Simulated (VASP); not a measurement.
# SiC (R3m) in VASP: further runs

SiC is run at these levels: PBE; tasks: single point.

All numbers are computed with VASP 6.6.1; they aren't measurements. Logs are shortened: lines on timing, memory, paths and dates and some standing lists are left out, and cuts for length are marked.

### 1 The cell of the first run

It takes space group R3m (No. 160, trigonal). Conventional cell: a = 3.128 Å, b = 3.128 Å, c = 7.540 Å, α = 90.00°, β = 90.00°, γ = 120.00°. Within 2.5 Å of Si (site symmetry 3m) lie 4 C at 1.89 to 1.91 Å. C (site symmetry 3m) has 4 Si at 1.89 to 1.91 Å within 2.5 Å.

### 2 Single point, PBE (strained cell)

Contents of INCAR:

```
SYSTEM = SiC
PREC = Accurate
ENCUT = 600
EDIFF = 1E-6
ISMEAR = 0
SIGMA = 0.02
LREAL = .FALSE.
LASPH = .TRUE.
NELM = 120
ALGO = Normal
ISIF = 2
LWAVE = .FALSE.
LCHARG = .TRUE.
GGA = PE
LELF = .TRUE.
LVHAR = .TRUE.
NBANDS = 11
GGA_COMPAT = .FALSE.
```

Contents of KPOINTS:

```
regular mesh
0
G
  9 9 9
  0 0 0
```

Contents of POSCAR:

```
SiC
1.0
   -0.0233586372      2.1884123235      2.1884123235
    2.1884123235     -0.0233586372      2.1884123235
    2.1884123235      2.1884123235     -0.0233586372
Si C
1 1
Direct
   -0.0004824850     -0.0004824850     -0.0004824850
    0.2504824850      0.2504824850      0.2504824850
```

Potentials or basis: VASP PAW PBE potentials, release 64 (Si, C).

Started as:

```sh
cat potpaw_PBE.64/Si/POTCAR potpaw_PBE.64/C/POTCAR > POTCAR
mpirun -np 1 vasp_std > vasp.out
```

OUTCAR:

```text
SYSTEM = SiC
   PREC = Accurate
   ENCUT = 600
   EDIFF = 1E-6
   ISMEAR = 0
   LREAL = .FALSE.
   LASPH = .TRUE.
   NELM = 120
   ISIF = 2
   GGA = PE

 ion  position               nearest neighbor table
   1  1.000  1.000  1.000-   2 1.89   2 1.91   2 1.91   2 1.91
   2  0.250  0.250  0.250-   1 1.89   1 1.91   1 1.91   1 1.91

  LATTYP: Found a trigonal (rhomboedric) cell.
 ALAT       =     3.0949705364
 COS(alpha) =     0.4892983447

  Lattice vectors:

 A1 = (  -0.0233586372,   2.1884123235,   2.1884123235)
 A2 = (   2.1884123235,  -0.0233586372,   2.1884123235)
 A3 = (   2.1884123235,   2.1884123235,  -0.0233586372)

Analysis of symmetry for initial positions (statically):
=====================================================================
 Subroutine PRICEL returns:
 Original cell was already a primitive cell.

 Routine SETGRP: Setting up the symmetry group for a
 trigonal (rhombohedral) supercell.

 Subroutine GETGRP returns: Found  6 space group operations
 (whereof  6 operations were pure point group operations)
 out of a pool of 12 trial point group operations.

The static configuration has the point symmetry C_3v.

Analysis of symmetry for dynamics (positions and initial velocities):
=====================================================================
 Subroutine PRICEL returns:
 Original cell was already a primitive cell.

 Routine SETGRP: Setting up the symmetry group for a
 trigonal (rhombohedral) supercell.

 Subroutine GETGRP returns: Found  6 space group operations
 (whereof  6 operations were pure point group operations)
 out of a pool of 12 trial point group operations.

The dynamic configuration has the point symmetry C_3v.

 Subroutine INISYM returns: Found  6 space group operations
 (whereof  6 operations are pure point group operations),
 and found     1 'primitive' translations

----------------------------------------------------------------------------------------

                                     Primitive cell

  volume of cell :      21.2969

  direct lattice vectors                    reciprocal lattice vectors
    -0.023358637  2.188412324  2.188412324    -0.224850242  0.227276139  0.227276139
     2.188412324 -0.023358637  2.188412324     0.227276139 -0.224850242  0.227276139
     2.188412324  2.188412324 -0.023358637     0.227276139  0.227276139 -0.224850242

  length of vectors
     3.094970536  3.094970536  3.094970536     0.392258228  0.392258228  0.392258228
[... 88 lines left out ...]
   ISYM   =      2    0-nonsym 1-usesym 2-fastsym
   POTIM  = 0.5000    time-step for ionic-motion
   TEBEG  =    0.0;   TEEND  =   0.0 temperature during run
   PSTRESS=    0.0 pullay stress
   NELECT =       8.0000    total number of electrons
   NUPDOWN=      -1.0000    fix difference up-down
   EMIN   =  10.00;   EMAX   =-10.00  energy-range for DOS
   EFERMI =   0.00;   METHOD = LEGACY
   ISMEAR =     0;   SIGMA  =   0.02  broadening in eV -4-tet -1-fermi 0-gaus
   EFERMI_NEDOS =   21; number of points for ismear=-14 and -15
   IALGO  =     38    algorithm
   IMIX   =      4    mixing-type and parameters
     AMIX     =   0.40;   BMIX     =  1.00
     AMIX_MAG =   1.60;   BMIX_MAG =  1.00
  volume/ion in A,a.u.               =      10.65        71.86
  Fermi-wavevector in a.u.,A,eV,Ry     =   1.181226  2.232194 18.984140  1.395295
  Thomas-Fermi vector in A             =   2.317503
   LORBIT       =      0    0 simple, 1 ext, 2 COOP (PROOUT), +10 PAW based schemes
   GGA     = PE    functional components
   LHFCALC =     F    Hartree Fock is set to
   AEXX    =    0.0000 exact exchange contribution
   IVDW    =     0    specifies the selected vdW correction
   LEPSILON=     F    determine dielectric tensor
   LRPA    =     F    only Hartree local field effects (RPA)
 non-spin polarized calculation
 Gauss-broadening in eV      SIGMA  =   0.02
  energy-cutoff  :      600.00
  volume of cell :       21.30
 maximum number of plane-waves:       724
 NGX is ok and might be reduce to    28
   NGX = 13   NGY = 13   NGZ = 13

 number of electron       8.0000000 magnetization

 Free energy of the ion-electron system (eV)
  ---------------------------------------------------
  ext. energy  EPLUGINS =         0.00000000
  ---------------------------------------------------
  free energy    TOTEN  =       -15.05392616 eV

  energy without entropy =      -15.05392616  energy(sigma->0) =      -15.05392616

 E-fermi :   7.9749     XC(G=0): -11.2308

 val. band max:        7.8812472150   @ k =   0.0000   0.0000   0.0000
 cond. band min:       9.3043533284   @ k =   0.4444   0.4444   0.0000
 fundamental gap:      1.4231061135
 Fermi energy:         7.9749369528

 k-point     1 :       0.0000    0.0000    0.0000
  band No.  band energies     occupation
      1      -7.3927      2.00000
      2       7.7399      2.00000
      3       7.7399      2.00000
      4       7.8812      2.00000
      5      13.6285      0.00000
      6      14.7882      0.00000
      7      14.7882      0.00000
      8      15.1754      0.00000
      9      22.1279      0.00000
     10      22.1279      0.00000
     11      23.8243      0.00000
[... 309 lines left out ...]
 k-point    24 :       0.4444    0.4444    0.0000
  band No.  band energies     occupation
      1      -2.9545      2.00000
      2       0.5863      2.00000
      3       4.6328      2.00000
      4       4.8141      2.00000
      5       9.3044      0.00000
      6      12.1140      0.00000
      7      21.1767      0.00000
      8      21.2308      0.00000
      9      22.0079      0.00000
     10      27.1654      0.00000
     11      29.5376      0.00000

 [... further k-points ...]

------------------------ aborting loop because EDIFF is reached ----------------------------------------

  FORCE on cell =-STRESS in cart. coord.  units (eV):
  Direction    XX          YY          ZZ          XY          YZ          ZX
  --------------------------------------------------------------------------------------
  -------------------------------------------------------------------------------------
  Total       -0.4004669     -0.4004669     -0.4004669      0.3305847      0.3305847      0.3305847
  in kB      -30.1274052    -30.1274052    -30.1274052     24.8701194     24.8701194     24.8701194
  external PRESSURE =     -30.1274052 kB  Pullay stress =       0.0000000 kB

 VOLUME and BASIS-vectors are now :
 -----------------------------------------------------------------------------
  energy-cutoff  :      600.00
  volume of cell :       21.30
      direct lattice vectors                 reciprocal lattice vectors
    -0.023358637  2.188412324  2.188412324    -0.224850242  0.227276139  0.227276139
     2.188412324 -0.023358637  2.188412324     0.227276139 -0.224850242  0.227276139
     2.188412324  2.188412324 -0.023358637     0.227276139  0.227276139 -0.224850242

 POSITION                                       TOTAL-FORCE (eV/Angst)
 -----------------------------------------------------------------------------------
      4.35137      4.35137      4.35137        -0.000609     -0.000609     -0.000609
      1.09047      1.09047      1.09047         0.000609      0.000609      0.000609
 -----------------------------------------------------------------------------------
    total drift:                                0.000026      0.000026      0.000026

  FREE ENERGIE OF THE ION-ELECTRON SYSTEM (eV)
  ---------------------------------------------------
  free  energy   TOTEN  =       -15.0539261588 eV

  energy  without entropy=      -15.0539261588  energy(sigma->0) =      -15.05392616
```

stdout:

```text
POSCAR found type information on POSCAR SiC
 POSCAR found :  2 types and       2 ions
 scaLAPACK will be used
 LDA part: xc-table for (Slater+PW92), standard interpolation
 POSCAR, INCAR and KPOINTS ok, starting setup
 FFT: planning ... GRIDC
 FFT: planning ... GRID_SOFT
 FFT: planning ... GRID
 WAVECAR not read
 entering main loop
```

Run time: 16 s. Hardware: 1 thread of Intel Xeon Platinum 8488C (Sapphire Rapids), shared host; peak memory 0.16 GiB.

What came out:

| Item | Value |
| --- | --- |
| Free energy | -15.0539 eV |
| Pressure | -3.0 GPa |
| Band gap on the k mesh | 1.42 eV (least direct gap 4.49 eV) |

Caveat: the cell differs from its parent crystal (strained cell); the cell stands under tension; an odd mesh through Γ misses points on the zone boundary, where band edges can lie.

### 3 Single point, PBE (strained cell)

Contents of INCAR:

```
  PREC = Accurate
  ENCUT = 600
  EDIFF = 1E-6
  ISMEAR = 0
  SIGMA = 0.02
  LREAL = False
  LASPH = True
  NELM = 120
  ALGO = Normal
  ISIF = 2
  LWAVE = False
  LCHARG = False
  GGA = PE
  NBANDS = 11
  GGA_COMPAT = False
```

Contents of KPOINTS:

```
Automatic mesh
0
Gamma
  9 9 9
```

Contents of POSCAR:

```
SiC
1.0
   -0.0172964090      2.1944745517      2.1944745517
    2.1944745517     -0.0172964090      2.1944745517
    2.1944745517      2.1944745517     -0.0172964090
Si C
1 1
Direct
   -0.0003452088     -0.0003452088     -0.0003452088
    0.2503452088      0.2503452088      0.2503452088
```

Potentials or basis: VASP PAW PBE potentials, release 64 (Si, C).

Started as:

```sh
cat potpaw_PBE.64/Si/POTCAR potpaw_PBE.64/C/POTCAR > POTCAR
mpirun -np 1 vasp_std > vasp.out
```

It took 15 s on 1 thread of Intel Xeon Platinum 8488C (Sapphire Rapids), shared host; peak memory 0.16 GiB.

The run converged. Its results:

```yaml
Free_energy: -15.0545 eV
Pressure: -3.9 GPa
Band_gap_on_the_k_mesh: 1.45 eV (least direct gap 4.51 eV)
```

Stress tensor (GPa, compression positive):
```
-3.86  1.83  1.83
 1.83 -3.86  1.83
 1.83  1.83 -3.86
```

Levels at points of the mesh, in eV from the valence-band top:
```tsv
k point	band 1	band 2	band 3	band 4	band 5	band 6	band 7	band 8	band 9
(0.00, 0.00, 0.00)	-15.22	-0.10	-0.10	0.00	5.75	6.93	6.93	7.21	14.25
```

Caveat: the cell differs from its parent crystal (strained cell); the cell stands under tension; an odd mesh through Γ misses points on the zone boundary, where band edges can lie.

### 4 Single point, PBE (strained cell)

Contents of INCAR:

```
SYSTEM = SiC
  PREC = Accurate
  ENCUT = 600
  EDIFF = 1E-6
  ISMEAR = 0
  SIGMA = 0.02
  LREAL = .FALSE.
  LASPH = .TRUE.
  NELM = 120
  ALGO = Normal
  ISIF = 2
  LWAVE = .FALSE.
  LCHARG = .FALSE.
  GGA = PE
  NBANDS = 11
  GGA_COMPAT = .FALSE.
```

Contents of KPOINTS:

```
Automatic mesh
0
G
  9 9 9
  0 0 0
```

Contents of POSCAR:

```
SiC
1.0
   -0.0174408181      2.1943301427      2.1943301427
    2.1943301427     -0.0174408181      2.1943301427
    2.1943301427      2.1943301427     -0.0174408181
Si C
1 1
Direct
   -0.0003452088     -0.0003452088     -0.0003452088
    0.2503452088      0.2503452088      0.2503452088
```

Started as:

```sh
cat potpaw_PBE.64/Si/POTCAR potpaw_PBE.64/C/POTCAR > POTCAR
mpirun -np 1 vasp_std > vasp.out
```

Wall time 16 s (1 thread of Intel Xeon Platinum 8488C (Sapphire Rapids), shared host); peak memory 0.16 GiB.

The run converged. Its results:

```yaml
Free_energy: -15.0545 eV
Pressure: -3.8 GPa
Band_gap_on_the_k_mesh: 1.45 eV (least direct gap 4.51 eV)
```

Stress tensor (GPa, compression positive):
```
-3.84  1.84  1.84
 1.84 -3.84  1.84
 1.84  1.84 -3.84
```

Levels at points of the mesh, in eV from the valence-band top:
| k point | band 2 | band 3 | band 4 | band 5 | band 6 | band 7 |
| --- | --- | --- | --- | --- | --- | --- |
| (0.00, 0.00, 0.00) | -0.10 | -0.10 | 0.00 | 5.75 | 6.93 | 6.93 |

Caveat: the cell differs from its parent crystal (strained cell); the cell stands under tension; an odd mesh through Γ misses points on the zone boundary, where band edges can lie.

### 5 Summary

| cell | gap on the mesh (eV) | pressure (GPa) |
| --- | --- | --- |
| a = 3.095 Å, angles 60.7°, 2 atoms | 1.42 | -3.0 |
| a = 3.104 Å, angles 60.5°, 2 atoms | 1.45 | -3.9 |
| a = 3.103 Å, angles 60.5°, 2 atoms | 1.45 | -3.8 |

Alike in all rows: task single point; level PBE; potentials or basis VASP PAW PBE potentials, release 64 (Si, C); no spin polarisation; k mesh 9 × 9 × 9; cutoff (eV) 600; smearing gaussian 0.02 eV.

Caveats: the cell stands under tension; an odd mesh through Γ misses points on the zone boundary, where band edges can lie.

Total energies depend on the potentials used, so only differences within one code and one set of settings carry meaning.
